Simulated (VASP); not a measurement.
# MgO (lda) (Fm-3m) in VASP: a series of runs

MgO (lda) is run at these levels: LDA; tasks: single point, relaxation of cell and atoms.

Everything below comes from runs of VASP 6.6.1. Logs are shortened: lines on timing, memory, paths and dates and some standing lists are left out, and cuts for length are marked.

**What was measured.**

“Electronic structure of alkaline earth and post-transition metal oxides”, 2009, arxiv:0908.1581 quotes, for a bulk crystal of MgO: band gap 7.83 eV.

The results are compared with them further down.

**1. The cell of the first run**

The structure is cubic, space group Fm-3m (No. 225). The conventional cell has a = 4.163 Å, b = 4.163 Å, c = 4.163 Å, α = 90.00°, β = 90.00°, γ = 90.00°. Mg (site symmetry m-3m) has 6 O at 2.08 Å within 2.8 Å. O (site symmetry m-3m) has 6 Mg at 2.08 Å within 2.8 Å.

**2. Single point, LDA**

INCAR

```
SYSTEM = MgO
PREC = Accurate
ENCUT = 520
EDIFF = 1E-6
ISMEAR = 0
SIGMA = 0.1
LREAL = .FALSE.
LASPH = .TRUE.
NELM = 60
ALGO = Normal
ISIF = 2
LWAVE = .FALSE.
LCHARG = .TRUE.
LELF = .TRUE.
LVHAR = .TRUE.
NBANDS = 11
```

KPOINTS

```
regular mesh
0
G
  8 8 8
  0 0 0
```

POSCAR

```
MgO
1.0
    0.0000000000      2.0816499858      2.0816499858
    2.0816499858      0.0000000000      2.0816499858
    2.0816499858      2.0816499858      0.0000000000
Mg O
1 1
Direct
    0.0000000000      0.0000000000      0.0000000000
    0.5000000000      0.5000000000      0.5000000000
```

Potentials or basis: VASP PAW LDA potentials, release 64 (Mg, O).

On the command line:

```console
cat potpaw_LDA.64/Mg/POTCAR potpaw_LDA.64/O/POTCAR > POTCAR
mpirun -np 1 vasp_std > vasp.out
```

OUTCAR:

```text
SYSTEM = MgO
   PREC = Accurate
   ENCUT = 520
   EDIFF = 1E-6
   ISMEAR = 0
   LREAL = .FALSE.
   LASPH = .TRUE.
   NELM = 60
   ISIF = 2

 ion  position               nearest neighbor table
   1  0.000  0.000  0.000-   2 2.08   2 2.08   2 2.08   2 2.08   2 2.08   2 2.08
   2  0.500  0.500  0.500-   1 2.08   1 2.08   1 2.08   1 2.08   1 2.08   1 2.08

  LATTYP: Found a face centered cubic cell.
 ALAT       =     4.1632999716

  Lattice vectors:

 A1 = (   0.0000000000,   2.0816499858,   2.0816499858)
 A2 = (   2.0816499858,   0.0000000000,   2.0816499858)
 A3 = (   2.0816499858,   2.0816499858,   0.0000000000)

Analysis of symmetry for initial positions (statically):
=====================================================================
 Subroutine PRICEL returns:
 Original cell was already a primitive cell.

 Routine SETGRP: Setting up the symmetry group for a
 face centered cubic supercell.

 Subroutine GETGRP returns: Found 48 space group operations
 (whereof 48 operations were pure point group operations)
 out of a pool of 48 trial point group operations.

The static configuration has the point symmetry O_h .

Analysis of symmetry for dynamics (positions and initial velocities):
=====================================================================
 Subroutine PRICEL returns:
 Original cell was already a primitive cell.

 Routine SETGRP: Setting up the symmetry group for a
 face centered cubic supercell.

 Subroutine GETGRP returns: Found 48 space group operations
 (whereof 48 operations were pure point group operations)
 out of a pool of 48 trial point group operations.

The dynamic configuration has the point symmetry O_h .

 Subroutine INISYM returns: Found 48 space group operations
 (whereof 48 operations are pure point group operations),
 and found     1 'primitive' translations

----------------------------------------------------------------------------------------

                                     Primitive cell

  volume of cell :      18.0407

  direct lattice vectors                    reciprocal lattice vectors
     0.000000000  2.081649986  2.081649986    -0.240194078  0.240194078  0.240194078
     2.081649986  0.000000000  2.081649986     0.240194078 -0.240194078  0.240194078
     2.081649986  2.081649986  0.000000000     0.240194078  0.240194078 -0.240194078

  length of vectors
     2.943897642  2.943897642  2.943897642     0.416028348  0.416028348  0.416028348

  position of ions in fractional coordinates (direct lattice)
     0.000000000  0.000000000  0.000000000
     0.500000000  0.500000000  0.500000000

  ion indices of the primitive-cell ions
   primitive index   ion index
                 1           1
                 2           2

----------------------------------------------------------------------------------------

 KPOINTS: regular mesh

Automatic generation of k-mesh.
 Grid dimensions read from file:
 generate k-points for:    8    8    8

 Generating k-lattice:

  Cartesian coordinates                     Fractional coordinates (reciprocal lattice)
    -0.030024260  0.030024260  0.030024260     0.125000000  0.000000000  0.000000000
     0.030024260 -0.030024260  0.030024260     0.000000000  0.125000000  0.000000000
     0.030024260  0.030024260 -0.030024260     0.000000000  0.000000000  0.125000000

  Length of vectors
     0.052003543  0.052003543  0.052003543

  Shift w.r.t. Gamma in fractional coordinates (k-lattice)
     0.000000000  0.000000000  0.000000000

 Subroutine IBZKPT returns following result:
 ===========================================

 Found     29 irreducible k-points:

 Following reciprocal coordinates:
            Coordinates               Weight
  0.000000  0.000000  0.000000      1.000000
  0.125000  0.000000  0.000000      8.000000
  0.250000  0.000000  0.000000      8.000000
  0.375000  0.000000  0.000000      8.000000
  0.500000  0.000000  0.000000      4.000000
  0.125000  0.125000  0.000000      6.000000
[... 16 lines left out ...]
  0.500000  0.250000  0.125000     48.000000
 -0.375000  0.250000  0.125000     24.000000
 [... further k-points ...]
   k-points           NKPTS =     29   k-points in BZ     NKDIM =     29   number of bands    NBANDS=     11
   number of dos      NEDOS =    301   number of ions     NIONS =      2
   total plane-waves  NPLWV =  13824
   dimension x,y,z NGX =    24 NGY =   24 NGZ =   24
   dimension x,y,z NGXF=    48 NGYF=   48 NGZF=   48
   ions per type =               1   1
   NGX,Y,Z   is equivalent  to a cutoff of  13.55, 13.55, 13.55 a.u.
   NGXF,Y,Z  is equivalent  to a cutoff of  27.11, 27.11, 27.11 a.u.
 SYSTEM =  MgO
   PREC   = accura    normal or accurate (medium, high low for compatibility)
   ISTART =      0    job   : 0-new  1-cont  2-samecut
   ICHARG =      2    charge: 1-file 2-atom 10-const
   ISPIN  =      1    spin polarized calculation?
   LNONCOLLINEAR =      F non collinear calculations
   LSORBIT =      F    spin-orbit coupling
   LASPH  =      T    aspherical Exc in radial PAW
   ENCUT  =  520.0 eV  38.22 Ry    6.18 a.u.   5.47  5.47  5.47*2*pi/ulx,y,z
   NELM   =     60;   NELMIN=  2; NELMDL= -5     # of ELM steps
   EDIFF  = 0.1E-05   stopping-criterion for ELM
   LREAL  =      F    real-space projection
   EDIFFG = 0.1E-04   stopping-criterion for IOM
   NSW    =      0    number of steps for IOM
   IBRION =     -1    ionic relax: 0-MD 1-quasi-New 2-CG
   NFREE  =      0    steps in history (QN), initial steepest desc. (CG)
   ISIF   =      2    stress and relaxation
   ISYM   =      2    0-nonsym 1-usesym 2-fastsym
   POTIM  = 0.5000    time-step for ionic-motion
   TEBEG  =    0.0;   TEEND  =   0.0 temperature during run
   PSTRESS=    0.0 pullay stress
   NELECT =       8.0000    total number of electrons
   NUPDOWN=      -1.0000    fix difference up-down
   EMIN   =  10.00;   EMAX   =-10.00  energy-range for DOS
   EFERMI =   0.00;   METHOD = LEGACY
   ISMEAR =     0;   SIGMA  =   0.10  broadening in eV -4-tet -1-fermi 0-gaus
   EFERMI_NEDOS =   21; number of points for ismear=-14 and -15
   IALGO  =     38    algorithm
   IMIX   =      4    mixing-type and parameters
     AMIX     =   0.40;   BMIX     =  1.00
     AMIX_MAG =   1.60;   BMIX_MAG =  1.00
  volume/ion in A,a.u.               =       9.02        60.87
  Fermi-wavevector in a.u.,A,eV,Ry     =   1.248400  2.359134 21.204717  1.558503
  Thomas-Fermi vector in A             =   2.382488
   LORBIT       =      0    0 simple, 1 ext, 2 COOP (PROOUT), +10 PAW based schemes
   GGA     = CA    functional components
   LHFCALC =     F    Hartree Fock is set to
   AEXX    =    0.0000 exact exchange contribution
   IVDW    =     0    specifies the selected vdW correction
   LEPSILON=     F    determine dielectric tensor
   LRPA    =     F    only Hartree local field effects (RPA)
 non-spin polarized calculation
 Gauss-broadening in eV      SIGMA  =   0.10
  energy-cutoff  :      520.00
  volume of cell :       18.04
 maximum number of plane-waves:       531
 NGX is ok and might be reduce to    24
   NGX = 11   NGY = 11   NGZ = 11

 number of electron       8.0000001 magnetization

 Free energy of the ion-electron system (eV)
  ---------------------------------------------------
  ext. energy  EPLUGINS =         0.00000000
  ---------------------------------------------------
  free energy    TOTEN  =       -13.44418425 eV

  energy without entropy =      -13.44418425  energy(sigma->0) =      -13.44418425

 E-fermi :   3.6470     XC(G=0): -11.7615

 val. band max:        3.1509695578   @ k =   0.0000   0.0000   0.0000
 cond. band min:       8.1556059550   @ k =   0.0000   0.0000   0.0000
 fundamental gap:      5.0046363972
 Fermi energy:         3.6470393883

 k-point     1 :       0.0000    0.0000    0.0000
  band No.  band energies     occupation
      1     -14.0386      2.00000
      2       3.1510      2.00000
      3       3.1510      2.00000
      4       3.1510      2.00000
      5       8.1556      0.00000
      6      18.8657      0.00000
      7      18.8657      0.00000
      8      18.8657      0.00000
      9      22.9826      0.00000
     10      24.6696      0.00000
     11      24.6696      0.00000

 k-point     2 :       0.1250    0.0000    0.0000
  band No.  band energies     occupation
      1     -13.8577      2.00000
      2       2.1726      2.00000
      3       3.0390      2.00000
      4       3.0390      2.00000
      5       9.0563      0.00000
      6      17.2050      0.00000
      7      19.2447      0.00000
      8      19.2447      0.00000
      9      23.7311      0.00000
     10      23.7311      0.00000
     11      25.1995      0.00000

 k-point     3 :       0.2500    0.0000    0.0000
  band No.  band energies     occupation
      1     -13.3848      2.00000
      2       0.3889      2.00000
      3       2.7816      2.00000
      4       2.7816      2.00000
      5      10.4519      0.00000
      6      15.7228      0.00000
      7      19.7974      0.00000
      8      19.7974      0.00000
      9      23.3381      0.00000
     10      23.3381      0.00000
     11      25.3702      0.00000

 k-point     4 :       0.3750    0.0000    0.0000
  band No.  band energies     occupation
      1     -12.8441      2.00000
      2      -1.1121      2.00000
      3       2.5401      2.00000
      4       2.5401      2.00000
      5      11.0556      0.00000
      6      15.6596      0.00000
      7      19.6666      0.00000
      8      19.6666      0.00000
      9      24.5590      0.00000
     10      24.6673      0.00000
     11      24.6673      0.00000
[... 239 lines left out ...]
 k-point    22 :       0.3750    0.2500    0.1250
  band No.  band energies     occupation
      1     -13.0448      2.00000
      2       0.0113      2.00000
      3       1.9244      2.00000
      4       2.4907      2.00000
      5      11.8739      0.00000
      6      14.5557      0.00000
      7      18.3162      0.00000
      8      20.7880      0.00000
      9      21.2950      0.00000
     10      25.6769      0.00000
     11      29.1903      0.00000

 k-point    23 :       0.5000    0.2500    0.1250
  band No.  band energies     occupation
      1     -12.6174      2.00000
      2      -0.7382      2.00000
      3       1.3157      2.00000
      4       2.2221      2.00000
      5      12.7811      0.00000
      6      14.8452      0.00000
      7      17.1596      0.00000
      8      20.4046      0.00000
      9      22.9178      0.00000
     10      25.6909      0.00000
     11      29.3726      0.00000

 k-point    24 :      -0.3750    0.2500    0.1250
  band No.  band energies     occupation
      1     -12.4254      2.00000
      2      -1.0632      2.00000
      3       1.0983      2.00000
      4       2.0961      2.00000
      5      12.8966      0.00000
      6      15.4775      0.00000
      7      16.7222      0.00000
      8      20.1636      0.00000
      9      23.8123      0.00000
     10      25.3530      0.00000
     11      29.4954      0.00000

 [... further k-points ...]
[... 5 lines left out ...]
  --------------------------------------------------------------------------------------
  -------------------------------------------------------------------------------------
  Total       -0.2469964     -0.2469964     -0.2469964     -0.0000000     -0.0000000      0.0000000
  in kB      -21.9355307    -21.9355307    -21.9355307     -0.0000000     -0.0000000      0.0000000
  external PRESSURE =     -21.9355307 kB  Pullay stress =       0.0000000 kB

 VOLUME and BASIS-vectors are now :
 -----------------------------------------------------------------------------
  energy-cutoff  :      520.00
  volume of cell :       18.04
      direct lattice vectors                 reciprocal lattice vectors
     0.000000000  2.081649986  2.081649986    -0.240194078  0.240194078  0.240194078
     2.081649986  0.000000000  2.081649986     0.240194078 -0.240194078  0.240194078
     2.081649986  2.081649986  0.000000000     0.240194078  0.240194078 -0.240194078

 POSITION                                       TOTAL-FORCE (eV/Angst)
 -----------------------------------------------------------------------------------
      0.00000      0.00000      0.00000        -0.000000      0.000000     -0.000000
      2.08165      2.08165      2.08165         0.000000     -0.000000      0.000000
 -----------------------------------------------------------------------------------
    total drift:                               -0.000000     -0.000000      0.000000

  FREE ENERGIE OF THE ION-ELECTRON SYSTEM (eV)
  ---------------------------------------------------
  free  energy   TOTEN  =       -13.4441842519 eV

  energy  without entropy=      -13.4441842519  energy(sigma->0) =      -13.44418425
```

Wall time 7.5 s (1 thread of Intel Xeon 8259CL, shared host); peak memory 0.13 GiB.

What came out:

```
Free energy            : -13.4442 eV
Pressure               : -2.2 GPa
Band gap on the k mesh : 5.00 eV, direct
```

**3. Single point, LDA**

INCAR

```
PREC     = Accurate       # precision mode
ENCUT    = 520            # plane-wave cutoff, eV
EDIFF    = 1E-6           # SCF threshold, eV
ISMEAR   = 0              # smearing method
SIGMA    = 0.02           # smearing width, eV
LREAL    = False          # projectors in reciprocal space
LASPH    = True           # aspherical terms in the spheres
NELM     = 100            # most SCF steps
ALGO     = Normal         # electronic algorithm
ISIF     = 2              # what is computed and relaxed
LWAVE    = False          # write WAVECAR
LCHARG   = False          # write CHGCAR
GGA      = CA             # functional
NBANDS   = 11             # bands
```

KPOINTS

```
regular mesh
0
Gamma
  10 10 10
```

POSCAR

```
MgO
1.0
    0.0000000000      2.0803453664      2.0803453664
    2.0803453664      0.0000000000      2.0803453664
    2.0803453664      2.0803453664      0.0000000000
Mg O
1 1
Direct
    0.0000000000      0.0000000000      0.0000000000
    0.5000000000      0.5000000000      0.5000000000
```

Potentials or basis: VASP PAW LDA potentials, release 64 (Mg, O).

On the command line:

```console
cat potpaw_LDA.64/Mg/POTCAR potpaw_LDA.64/O/POTCAR > POTCAR
mpirun -np 1 vasp_std > vasp.out
```

Wall time 9.7 s (1 thread of Intel Xeon 8259CL, shared host); peak memory 0.13 GiB.

The run converged. Its results:

```
Free energy            : -13.4446 eV
Pressure               : -1.9 GPa
Band gap on the k mesh : 5.02 eV, direct
```

Levels at points of the mesh, in eV from the valence-band top:
```
           k point  band 2  band 3  band 4  band 5  band 6  band 7
(0.00, 0.00, 0.00)    0.00    0.00    0.00    5.02   15.72   15.72
(0.50, 0.00, 0.00)   -4.87   -0.71   -0.71    7.97   12.82   16.38
(0.50, 0.50, 0.00)   -4.31   -1.43   -1.43    8.92   10.10   13.28
```

**4. Relaxation of cell and atoms, LDA**

INCAR

```
SYSTEM = MgO
PREC = Accurate ; ENCUT = 600
EDIFF = 1E-6 ; ISMEAR = 0
SIGMA = 0.02 ; LREAL = .False.
LASPH = .True. ; NELM = 100
ALGO = Normal ; ISIF = 3
LWAVE = .False. ; LCHARG = .False.
IBRION = 2 ; NSW = 100
EDIFFG = -0.002
```

KPOINTS

```
Automatic mesh
0
Gamma
  10 10 10
  0 0 0
```

POSCAR

```
MgO
1.0
    0.0000000000      2.0816499858      2.0816499858
    2.0816499858      0.0000000000      2.0816499858
    2.0816499858      2.0816499858      0.0000000000
Mg O
1 1
Direct
    0.0000000000      0.0000000000      0.0000000000
    0.5000000000      0.5000000000      0.5000000000
```

On the command line:

```console
cat potpaw_LDA.64/Mg/POTCAR potpaw_LDA.64/O/POTCAR > POTCAR
mpirun -np 1 vasp_std > vasp.out
```

It took 15 s on 1 thread of Intel Xeon 8259CL, shared host; peak memory 0.14 GiB.

It converged, with:

* Free energy: -13.4495 eV
* Relaxed volume: 8.89 Å³/atom
* Relaxed cell: a = 2.930 Å, b = 2.930 Å, c = 2.930 Å, α = 60.00°, β = 60.00°, γ = 60.00°
* Space group after relaxing (to 0.05 Å): Fm-3m (No. 225)
* Energy gained by relaxing: 1.0 meV/atom
* Ionic steps: 3
* Pressure after relaxing: 0.0 GPa
* Band gap on the k mesh: 5.15 eV, direct

The path:
```
step  energy change (eV)  largest force (eV/Å)  pressure (GPa)  volume (Å³)
   1              0.0000                0.0000           -2.43        18.04
   2             -0.0016                0.0000            1.03        17.69
   3             -0.0020                0.0000            0.01        17.79
```

Final structure:
```cif
data_structure
_symmetry_space_group_name_H-M 'P 1'
_symmetry_Int_Tables_number 1
_cell_length_a 2.9300
_cell_length_b 2.9300
_cell_length_c 2.9300
_cell_angle_alpha 60.000
_cell_angle_beta 60.000
_cell_angle_gamma 60.000
_cell_volume 17.79
loop_
_atom_site_label
_atom_site_type_symbol
_atom_site_fract_x
_atom_site_fract_y
_atom_site_fract_z
_atom_site_occupancy
Mg1 Mg 0.00000 0.00000 0.00000 1
O1 O 0.50000 0.50000 0.50000 1
```

Levels at points of the mesh, in eV from the valence-band top:
```
           k point  band 1  band 2  band 3  band 4  band 5  band 6  band 7  band 8
(0.00, 0.00, 0.00)  -17.27    0.00    0.00    0.00    5.15   15.79   15.79   15.79
(0.50, 0.00, 0.00)  -15.78   -4.92   -0.72   -0.72    8.05   12.96   16.51   16.51
(0.50, 0.50, 0.00)  -15.49   -4.36   -1.44   -1.44    8.93   10.24   13.42   19.39
```

Expect the measured gap to be larger: semilocal functionals such as LDA lack the derivative discontinuity. Zero-point motion and thermal expansion aren't in these numbers.

**5. Overview**

| task | cell | k mesh | cutoff (eV) | smearing | gap on the mesh (eV) | pressure (GPa) |
| --- | --- | --- | --- | --- | --- | --- |
| single point | a = 2.944 Å, angles 60.0°, 2 atoms | 8 × 8 × 8 | 520 | gaussian 0.1 eV | 5.00 | -2.2 |
| single point | a = 2.942 Å, angles 60.0°, 2 atoms | 10 × 10 × 10 | 520 | gaussian 0.02 eV | 5.02 | -1.9 |
| relaxation of cell and atoms | relaxed from a = 2.944 Å, angles 60.0°, 2 atoms | 10 × 10 × 10 | 600 | gaussian 0.02 eV | 5.15 | 0.0 |

Alike in all rows: level LDA; potentials or basis VASP PAW LDA potentials, release 64 (Mg, O); no spin polarisation.

Total energies depend on the potentials used, so only differences within one code and one set of settings carry meaning.

**6. Comparison with measurements**

Step 2. A measured gap of MgO is 7.83 eV (quoted in “Electronic structure of alkaline earth and post-transition metal oxides”, 2009, arxiv:0908.1581); the calculated 5.00 eV misses it by -2.83 eV. The value is that of LDA, without temperature or zero-point motion. Semilocal functionals fall short of measured gaps as a rule.

Step 3. A measured gap of MgO is 7.83 eV (quoted in “Electronic structure of alkaline earth and post-transition metal oxides”, 2009, arxiv:0908.1581); the calculated 5.02 eV misses it by -2.81 eV. The value is that of LDA, without temperature or zero-point motion. Semilocal functionals fall short of measured gaps as a rule.
